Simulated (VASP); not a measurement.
# AgBr2 (Fd-3m) in VASP: notebook

Runs on AgBr2. Level: PBE. Tasks: single point.

Everything below comes from runs of VASP 6.6.1. Logs are shortened: lines on timing, memory, paths and dates and some standing lists are left out, and cuts for length are marked.

## (1) The cell of the first run

It takes space group Fd-3m (No. 227, cubic). Conventional cell: a = 8.601 Å, b = 8.601 Å, c = 8.601 Å, α = 90.00°, β = 90.00°, γ = 90.00°. Ag (site symmetry -43m) has 12 Br at 3.57 Å and 4 Ag at 3.72 Å within 4.7 Å. Br (site symmetry -3m) has 6 Br at 3.04 Å and 6 Ag at 3.57 Å within 4.0 Å.

## (2) Single point, PBE

File INCAR:

```
SYSTEM = AgBr2
PREC = Accurate
ENCUT = 520
EDIFF = 1E-6
ISMEAR = 0
SIGMA = 0.1
LREAL = .False.
LASPH = .True.
NELM = 80
ALGO = Normal
ISIF = 2
LWAVE = .False.
LCHARG = .False.
GGA = PE
NBANDS = 34
```

File KPOINTS:

```
regular mesh
0
Gamma
  4 4 4
  0 0 0
```

File POSCAR:

```
AgBr2
1.0
    0.0000000000      4.3006104715      4.3006104715
    4.3006104715      0.0000000000      4.3006104715
    4.3006104715      4.3006104715      0.0000000000
Ag Br
2 4
Direct
    0.0000000000      0.0000000000      0.0000000000
    0.2500000000      0.2500000000      0.2500000000
    0.6250000000      0.6250000000      0.6250000000
    0.1250000000      0.6250000000      0.6250000000
    0.6250000000      0.6250000000      0.1250000000
    0.6250000000      0.1250000000      0.6250000000
```

Potentials or basis: VASP PAW PBE potentials, release 64 (Ag, Br).

Started as:

```console
$ cat potpaw_PBE.64/Ag/POTCAR potpaw_PBE.64/Br/POTCAR > POTCAR
$ mpirun -np 1 vasp_std > vasp.out
```

OUTCAR:

```text
SYSTEM = AgBr2
   PREC = Accurate
   ENCUT = 520
   EDIFF = 1E-6
   ISMEAR = 0
   LREAL = .False.
   LASPH = .True.
   NELM = 80
   ISIF = 2
   GGA = PE

 ion  position               nearest neighbor table
   1  0.000  0.000  0.000-
   2  0.250  0.250  0.250-
   3  0.625  0.625  0.625-
   4  0.125  0.625  0.625-
   5  0.625  0.625  0.125-
   6  0.625  0.125  0.625-

  LATTYP: Found a face centered cubic cell.
 ALAT       =     8.6012209430

  Lattice vectors:

 A1 = (   0.0000000000,   4.3006104715,   4.3006104715)
 A2 = (   4.3006104715,   0.0000000000,   4.3006104715)
 A3 = (   4.3006104715,   4.3006104715,   0.0000000000)

Analysis of symmetry for initial positions (statically):
=====================================================================
 Subroutine PRICEL returns:
 Original cell was already a primitive cell.

 Routine SETGRP: Setting up the symmetry group for a
 face centered cubic supercell.

 Subroutine GETGRP returns: Found 48 space group operations
 (whereof 24 operations were pure point group operations)
 out of a pool of 48 trial point group operations.

The static configuration has the point symmetry T_d .
 The point group associated with its full space group is O_h .

Analysis of symmetry for dynamics (positions and initial velocities):
=====================================================================
 Subroutine PRICEL returns:
 Original cell was already a primitive cell.

 Routine SETGRP: Setting up the symmetry group for a
 face centered cubic supercell.

 Subroutine GETGRP returns: Found 48 space group operations
 (whereof 24 operations were pure point group operations)
 out of a pool of 48 trial point group operations.

The dynamic configuration has the point symmetry T_d .
 The point group associated with its full space group is O_h .

 Subroutine INISYM returns: Found 48 space group operations
 (whereof 24 operations are pure point group operations),
 and found     1 'primitive' translations

----------------------------------------------------------------------------------------

                                     Primitive cell

  volume of cell :     159.0817

  direct lattice vectors                    reciprocal lattice vectors
     0.000000000  4.300610471  4.300610471    -0.116262564  0.116262564  0.116262564
     4.300610471  0.000000000  4.300610471     0.116262564 -0.116262564  0.116262564
     4.300610471  4.300610471  0.000000000     0.116262564  0.116262564 -0.116262564

  length of vectors
     6.081981655  6.081981655  6.081981655     0.201372668  0.201372668  0.201372668

  position of ions in fractional coordinates (direct lattice)
     0.000000000  0.000000000  0.000000000
     0.250000000  0.250000000  0.250000000
     0.625000000  0.625000000  0.625000000
     0.125000000  0.625000000  0.625000000
     0.625000000  0.625000000  0.125000000
     0.625000000  0.125000000  0.625000000

  ion indices of the primitive-cell ions
   primitive index   ion index
                 1           1
                 2           2
                 3           3
                 4           4
                 5           5
                 6           6

----------------------------------------------------------------------------------------

 KPOINTS: regular mesh

Automatic generation of k-mesh.
 Grid dimensions read from file:
 generate k-points for:    4    4    4

 Generating k-lattice:

  Cartesian coordinates                     Fractional coordinates (reciprocal lattice)
    -0.029065641  0.029065641  0.029065641     0.250000000  0.000000000  0.000000000
     0.029065641 -0.029065641  0.029065641     0.000000000  0.250000000  0.000000000
     0.029065641  0.029065641 -0.029065641     0.000000000  0.000000000  0.250000000

  Length of vectors
     0.050343167  0.050343167  0.050343167

  Shift w.r.t. Gamma in fractional coordinates (k-lattice)
     0.000000000  0.000000000  0.000000000

 Subroutine IBZKPT returns following result:
 ===========================================

 Found      8 irreducible k-points:

 Following reciprocal coordinates:
            Coordinates               Weight
  0.000000  0.000000  0.000000      1.000000
  0.250000  0.000000  0.000000      8.000000
  0.500000  0.000000  0.000000      4.000000
  0.250000  0.250000  0.000000      6.000000
  0.500000  0.250000  0.000000     24.000000
 -0.250000  0.250000  0.000000     12.000000
  0.500000  0.500000  0.000000      3.000000
 -0.250000  0.500000  0.250000      6.000000
   k-points           NKPTS =      8   k-points in BZ     NKDIM =      8   number of bands    NBANDS=     34
   number of dos      NEDOS =    301   number of ions     NIONS =      6
   total plane-waves  NPLWV = 110592
   dimension x,y,z NGX =    48 NGY =   48 NGZ =   48
   dimension x,y,z NGXF=    96 NGYF=   96 NGZF=   96
   ions per type =               2   4
   NGX,Y,Z   is equivalent  to a cutoff of  13.12, 13.12, 13.12 a.u.
   NGXF,Y,Z  is equivalent  to a cutoff of  26.24, 26.24, 26.24 a.u.
 SYSTEM =  AgBr2
   PREC   = accura    normal or accurate (medium, high low for compatibility)
   ISTART =      0    job   : 0-new  1-cont  2-samecut
   ICHARG =      2    charge: 1-file 2-atom 10-const
   ISPIN  =      1    spin polarized calculation?
   LNONCOLLINEAR =      F non collinear calculations
   LSORBIT =      F    spin-orbit coupling
   LASPH  =      T    aspherical Exc in radial PAW
   ENCUT  =  520.0 eV  38.22 Ry    6.18 a.u.  11.31 11.31 11.31*2*pi/ulx,y,z
   NELM   =     80;   NELMIN=  2; NELMDL= -5     # of ELM steps
   EDIFF  = 0.1E-05   stopping-criterion for ELM
   LREAL  =      F    real-space projection
   EDIFFG = 0.1E-04   stopping-criterion for IOM
   NSW    =      0    number of steps for IOM
   IBRION =     -1    ionic relax: 0-MD 1-quasi-New 2-CG
   NFREE  =      0    steps in history (QN), initial steepest desc. (CG)
   ISIF   =      2    stress and relaxation
   ISYM   =      2    0-nonsym 1-usesym 2-fastsym
   POTIM  = 0.5000    time-step for ionic-motion
   TEBEG  =    0.0;   TEEND  =   0.0 temperature during run
   PSTRESS=    0.0 pullay stress
   NELECT =      50.0000    total number of electrons
   NUPDOWN=      -1.0000    fix difference up-down
   EMIN   =  10.00;   EMAX   =-10.00  energy-range for DOS
   EFERMI =   0.00;   METHOD = LEGACY
   ISMEAR =     0;   SIGMA  =   0.10  broadening in eV -4-tet -1-fermi 0-gaus
   EFERMI_NEDOS =   21; number of points for ismear=-14 and -15
   IALGO  =     38    algorithm
   IMIX   =      4    mixing-type and parameters
     AMIX     =   0.40;   BMIX     =  1.00
     AMIX_MAG =   1.60;   BMIX_MAG =  1.00
  volume/ion in A,a.u.               =      26.51       178.92
  Fermi-wavevector in a.u.,A,eV,Ry     =   1.113076  2.103408 16.856770  1.238938
  Thomas-Fermi vector in A             =   2.249657
   LORBIT       =      0    0 simple, 1 ext, 2 COOP (PROOUT), +10 PAW based schemes
   GGA     = PE    functional components
   LHFCALC =     F    Hartree Fock is set to
   AEXX    =    0.0000 exact exchange contribution
   IVDW    =     0    specifies the selected vdW correction
   LEPSILON=     F    determine dielectric tensor
   LRPA    =     F    only Hartree local field effects (RPA)
 non-spin polarized calculation
 Gauss-broadening in eV      SIGMA  =   0.10
  energy-cutoff  :      520.00
  volume of cell :      159.08
 maximum number of plane-waves:      4314
 NGX is ok and might be reduce to    48
   NGX = 23   NGY = 23   NGZ = 23

 number of electron      50.0000002 magnetization

 Free energy of the ion-electron system (eV)
  ---------------------------------------------------
  ext. energy  EPLUGINS =         0.00000000
  ---------------------------------------------------
  free energy    TOTEN  =        -8.47427539 eV

  energy without entropy =       -8.45849952  energy(sigma->0) =       -8.46638746

 E-fermi :   3.1970     XC(G=0):  -9.3314

 val. band max:        3.1265674751   @ k =   0.2500   0.2500   0.0000
 cond. band min:       3.2801339537   @ k =   0.5000   0.5000   0.0000
 fundamental gap:      0.1535664786
 Fermi energy:         3.1969931907

 k-point     1 :       0.0000    0.0000    0.0000
  band No.  band energies     occupation
      1     -13.0593      2.00000
      2     -11.1306      2.00000
      3     -11.1306      2.00000
      4     -11.1306      2.00000
      5      -3.4110      2.00000
      6      -1.7433      2.00000
[... 26 lines left out ...]
     33      11.3418      0.00000
     34      11.3418      0.00000

 k-point     2 :       0.2500    0.0000    0.0000
  band No.  band energies     occupation
      1     -12.9001      2.00000
      2     -11.4143      2.00000
      3     -11.1405      2.00000
      4     -11.1405      2.00000
      5      -2.9424      2.00000
      6      -1.6568      2.00000
[... 26 lines left out ...]
     33      10.8632      0.00000
     34      10.8632      0.00000

 k-point     3 :       0.5000    0.0000    0.0000
  band No.  band energies     occupation
      1     -12.6617      2.00000
      2     -11.7686      2.00000
      3     -11.1503      2.00000
      4     -11.1503      2.00000
      5      -2.6062      2.00000
      6      -1.3418      2.00000
[... 26 lines left out ...]
     33      10.1048      0.00000
     34      11.6611      0.00000

 k-point     4 :       0.2500    0.2500    0.0000
  band No.  band energies     occupation
      1     -12.8367      2.00000
      2     -11.5036      2.00000
      3     -11.1506      2.00000
      4     -11.1506      2.00000
      5      -2.7157      2.00000
      6      -1.9398      2.00000
[... 26 lines left out ...]
     33      10.3272      0.00000
     34      10.3272      0.00000

 k-point     5 :       0.5000    0.2500    0.0000
  band No.  band energies     occupation
      1     -12.5457      2.00000
      2     -11.9006      2.00000
      3     -11.1688      2.00000
      4     -11.1603      2.00000
      5      -2.1753      2.00000
      6      -1.5848      2.00000
[... 26 lines left out ...]
     33       9.9252      0.00000
     34      10.4648      0.00000

 k-point     6 :      -0.2500    0.2500    0.0000
  band No.  band energies     occupation
      1     -12.6678      2.00000
      2     -11.7468      2.00000
      3     -11.1671      2.00000
      4     -11.1503      2.00000
      5      -2.3567      2.00000
      6      -1.6203      2.00000
[... 26 lines left out ...]
     33      10.5343      0.00000
     34      10.7869      0.00000

 k-point     7 :       0.5000    0.5000    0.0000
  band No.  band energies     occupation
      1     -12.2382      2.00000
      2     -12.2382      2.00000
      3     -11.1703      2.00000
      4     -11.1703      2.00000
      5      -1.9340      2.00000
      6      -1.9340      2.00000
[... 26 lines left out ...]
     33       9.3630      0.00000
     34       9.3630      0.00000

 k-point     8 :      -0.2500    0.5000    0.2500
  band No.  band energies     occupation
      1     -12.2368      2.00000
      2     -12.2368      2.00000
      3     -11.1728      2.00000
      4     -11.1728      2.00000
      5      -1.4803      2.00000
      6      -1.4803      2.00000
[... 26 lines left out ...]
     33      10.3588      0.00000
     34      10.3588      0.00000

------------------------ aborting loop because EDIFF is reached ----------------------------------------

  FORCE on cell =-STRESS in cart. coord.  units (eV):
  Direction    XX          YY          ZZ          XY          YZ          ZX
  --------------------------------------------------------------------------------------
  -------------------------------------------------------------------------------------
  Total        2.4782426      2.4782426      2.4782426     -0.0000000     -0.0000000      0.0000000
  in kB       24.9593966     24.9593966     24.9593966     -0.0000000     -0.0000000      0.0000000
  external PRESSURE =      24.9593966 kB  Pullay stress =       0.0000000 kB

 VOLUME and BASIS-vectors are now :
 -----------------------------------------------------------------------------
  energy-cutoff  :      520.00
  volume of cell :      159.08
      direct lattice vectors                 reciprocal lattice vectors
     0.000000000  4.300610471  4.300610471    -0.116262564  0.116262564  0.116262564
     4.300610471  0.000000000  4.300610471     0.116262564 -0.116262564  0.116262564
     4.300610471  4.300610471  0.000000000     0.116262564  0.116262564 -0.116262564

 POSITION                                       TOTAL-FORCE (eV/Angst)
 -----------------------------------------------------------------------------------
      0.00000      0.00000      0.00000        -0.000000     -0.000000     -0.000000
      2.15031      2.15031      2.15031         0.000000      0.000000     -0.000000
      5.37576      5.37576      5.37576         0.000000     -0.000000      0.000000
      5.37576      3.22546      3.22546         0.000000     -0.000000      0.000000
      3.22546      3.22546      5.37576         0.000000     -0.000000      0.000000
      3.22546      5.37576      3.22546         0.000000     -0.000000      0.000000
 -----------------------------------------------------------------------------------
    total drift:                               -0.000000      0.000000     -0.000000

  FREE ENERGIE OF THE ION-ELECTRON SYSTEM (eV)
  ---------------------------------------------------
  free  energy   TOTEN  =        -8.4742753946 eV

  energy  without entropy=       -8.4584995230  energy(sigma->0) =       -8.46638746
```

Wall time 42 s (1 thread of Intel Xeon Platinum 8259CL at 2.50GHz (Skylake/Cascade Lake), shared host); peak memory 0.32 GiB.

Results:

| Item | Value |
| --- | --- |
| Free energy | -8.4743 eV |
| Pressure | 2.5 GPa |
| Band gap on the k mesh | zero (band 25 reaches 3.53 eV, above the bottom of band 26 at 2.76 eV) |

## (3) Single point, PBE

This run uses another cell than the first one, of 29.65 Å³/atom, 1.118 times its volume.

File INCAR:

```
SYSTEM = AgBr2
PREC = Accurate
ENCUT = 520
EDIFF = 1E-6
ISMEAR = 0
SIGMA = 0.1
LREAL = .FALSE.
LASPH = .TRUE.
NELM = 60
ALGO = Normal
ISIF = 2
LWAVE = .FALSE.
LCHARG = .FALSE.
GGA = PE
NBANDS = 34
```

File KPOINTS:

```
Automatic mesh
0
G
  8 8 8
  0 0 0
```

Changes to POSCAR since step 2:

```diff
@@ -2,5 +2,5 @@
 1.0
-    0.0000000000      4.3006104715      4.3006104715
-    4.3006104715      0.0000000000      4.3006104715
-    4.3006104715      4.3006104715      0.0000000000
+    0.0000000000      4.4639625527      4.4639625527
+    4.4639625527      0.0000000000      4.4639625527
+    4.4639625527      4.4639625527      0.0000000000
 Ag Br
```

Potentials or basis: VASP PAW PBE potentials, release 64 (Ag, Br).

Started as:

```console
$ cat potpaw_PBE.64/Ag/POTCAR potpaw_PBE.64/Br/POTCAR > POTCAR
$ mpirun -np 1 vasp_std > vasp.out
```

OUTCAR:

```text
SYSTEM = AgBr2
   PREC = Accurate
   ENCUT = 520
   EDIFF = 1E-6
   ISMEAR = 0
   LREAL = .FALSE.
   LASPH = .TRUE.
   NELM = 60
   ISIF = 2
   GGA = PE

 ion  position               nearest neighbor table
   1  0.000  0.000  0.000-
   2  0.250  0.250  0.250-
   3  0.625  0.625  0.625-
   4  0.125  0.625  0.625-
   5  0.625  0.625  0.125-
   6  0.625  0.125  0.625-

  LATTYP: Found a face centered cubic cell.
 ALAT       =     8.9279251054

  Lattice vectors:

 A1 = (   0.0000000000,   4.4639625527,   4.4639625527)
 A2 = (   4.4639625527,   0.0000000000,   4.4639625527)
 A3 = (   4.4639625527,   4.4639625527,   0.0000000000)

Analysis of symmetry for initial positions (statically):
=====================================================================
 Subroutine PRICEL returns:
 Original cell was already a primitive cell.

[... 172 lines left out ...]
  ---------------------------------------------------
  ext. energy  EPLUGINS =         0.00000000
  ---------------------------------------------------
  free energy    TOTEN  =        -8.47707717 eV

  energy without entropy =       -8.43656106  energy(sigma->0) =       -8.45681912

 E-fermi :   2.0733     XC(G=0):  -8.7936

 val. band max:        2.0732865582   @ k =  -0.2500   0.3750   0.1250
 cond. band min:       2.1540929036   @ k =   0.1250   0.0000   0.0000
 fundamental gap:      0.0808063455
 Fermi energy:         2.0733237475

 k-point     1 :       0.0000    0.0000    0.0000
  band No.  band energies     occupation
      1     -13.3712      2.00000
      2     -11.8704      2.00000
      3     -11.8704      2.00000
      4     -11.8704      2.00000
      5      -3.5153      2.00000
      6      -2.1544      2.00000
[... 877 lines left out ...]
     33       8.9395      0.00000
     34       9.6998      0.00000

 [... further k-points ...]
[... 5 lines left out ...]
  --------------------------------------------------------------------------------------
  -------------------------------------------------------------------------------------
  Total       -0.0379781     -0.0379781     -0.0379781      0.0000000      0.0000000      0.0000000
  in kB       -0.3420204     -0.3420204     -0.3420204      0.0000000      0.0000000      0.0000000
  external PRESSURE =      -0.3420204 kB  Pullay stress =       0.0000000 kB

 VOLUME and BASIS-vectors are now :
 -----------------------------------------------------------------------------
  energy-cutoff  :      520.00
  volume of cell :      177.91
      direct lattice vectors                 reciprocal lattice vectors
     0.000000000  4.463962553  4.463962553    -0.112008108  0.112008108  0.112008108
     4.463962553  0.000000000  4.463962553     0.112008108 -0.112008108  0.112008108
     4.463962553  4.463962553  0.000000000     0.112008108  0.112008108 -0.112008108

 POSITION                                       TOTAL-FORCE (eV/Angst)
 -----------------------------------------------------------------------------------
      0.00000      0.00000      0.00000         0.000000      0.000000      0.000000
      2.23198      2.23198      2.23198        -0.000000     -0.000000     -0.000000
      5.57995      5.57995      5.57995        -0.000000      0.000000     -0.000000
      5.57995      3.34797      3.34797        -0.000000      0.000000     -0.000000
      3.34797      3.34797      5.57995        -0.000000      0.000000     -0.000000
      3.34797      5.57995      3.34797        -0.000000      0.000000     -0.000000
 -----------------------------------------------------------------------------------
    total drift:                               -0.000000      0.000000     -0.000000

  FREE ENERGIE OF THE ION-ELECTRON SYSTEM (eV)
  ---------------------------------------------------
  free  energy   TOTEN  =        -8.4770771709 eV

  energy  without entropy=       -8.4365610635  energy(sigma->0) =       -8.45681912
```

OSZICAR:

```text
N       E                     dE             d eps       ncg     rms          rms(c)
DAV:   1     0.322103374474E+03    0.32210E+03   -0.22075E+04  1972   0.128E+03
DAV:   2     0.156645370815E+02   -0.30644E+03   -0.28796E+03  2336   0.251E+02
DAV:   3    -0.914446300638E+01   -0.24809E+02   -0.24309E+02  2086   0.700E+01
DAV:   4    -0.948456057902E+01   -0.34010E+00   -0.33891E+00  2262   0.931E+00
DAV:   5    -0.948830475162E+01   -0.37442E-02   -0.37431E-02  2214   0.971E-01    0.873E+00
DAV:   6    -0.858058949827E+01    0.90772E+00   -0.99225E-01  2260   0.983E+00    0.566E+00
DAV:   7    -0.848843473284E+01    0.92155E-01   -0.57055E-01  2102   0.396E+00    0.206E+00
DAV:   8    -0.848090460266E+01    0.75301E-02   -0.13379E-01  2066   0.273E+00    0.813E-01
DAV:   9    -0.847732742036E+01    0.35772E-02   -0.22882E-02  2060   0.132E+00    0.214E-01
DAV:  10    -0.847715664120E+01    0.17078E-03   -0.31709E-03  2056   0.283E-01    0.903E-02
DAV:  11    -0.847728695563E+01   -0.13031E-03   -0.23498E-03  2172   0.391E-01    0.769E-02
DAV:  12    -0.847707725688E+01    0.20970E-03   -0.82109E-04  2080   0.192E-01    0.211E-02
DAV:  13    -0.847707862510E+01   -0.13682E-05   -0.54737E-05  2010   0.367E-02    0.538E-03
DAV:  14    -0.847707700811E+01    0.16170E-05   -0.52044E-06  1934   0.101E-02    0.361E-03
DAV:  15    -0.847707717090E+01   -0.16279E-06   -0.87622E-07  1050   0.810E-03
   1 F= -.84770772E+01 E0= -.84568191E+01  d E =-.405161E-01
```

stdout:

```text
POSCAR found type information on POSCAR AgBr
 POSCAR found :  2 types and       6 ions
 scaLAPACK will be used
 LDA part: xc-table for (Slater+PW92), standard interpolation
 POSCAR, INCAR and KPOINTS ok, starting setup
 FFT: planning ... GRIDC
 FFT: planning ... GRID_SOFT
 FFT: planning ... GRID
 WAVECAR not read
 entering main loop
```

Run time: 2.7 min. Hardware: 1 thread of Intel Xeon Platinum 8259CL at 2.50GHz (Skylake/Cascade Lake), shared host; peak memory 0.4 GiB.

What came out:

```yaml
Free_energy: -8.4771 eV
Pressure: 0.0 GPa
Band_gap_on_the_k_mesh: zero (band 25 reaches 2.40 eV, above the bottom of band 26 at 1.76 eV)
```

(Part 1 of 2 ends here.)
